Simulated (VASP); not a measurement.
Ta, 4 atoms in the cell. The structure is monoclinic, space group C2/m (No. 12). Conventional cell: a = 4.671 Å, b = 3.303 Å, c = 9.373 Å, α = 90.00°, β = 94.76°, γ = 90.00°. Ta (site symmetry m) has 13 Ta at 2.81 to 3.30 Å within 3.7 Å. Ta (site symmetry m) has 14 Ta at 2.86 to 3.30 Å within 3.8 Å.  This cell differs from its parent crystal: the part above a cut slid along it.

```yaml
Program: VASP 6.6.1
Task: single point
Functional: PBEsol
Potentials_or_basis: VASP PAW PBE potentials, release 64 (Ta_pv)
Cutoff: 520 eV
k_mesh: 17 × 17 × 5
Occupations: gaussian, width 0.15 eV
Spin: no spin polarisation
Dipole_correction: no
Further_INCAR_settings: ALGO = Fast; EDIFF = 1e-07; NBANDS = 30
```

Potentials or basis: VASP PAW PBE potentials, release 64 (Ta_pv).

The run is started by

```console
$ cat potpaw_PBE.64/Ta_pv/POTCAR > POTCAR
$ mpirun -np 1 vasp_std > vasp.out
```

Hardware: 1 thread of Intel(R) Xeon(R) Platinum 8375C CPU @ 2.90GHz (Ice Lake) (shared host).

**Question.** How long does it take, and how much memory?

**Answer.** Run time: 13 min on 1 thread of Intel(R) Xeon(R) Platinum 8375C CPU @ 2.90GHz (Ice Lake), on a shared host, peak memory 0.66 GiB. Counts: scf iterations 17, k points 387.
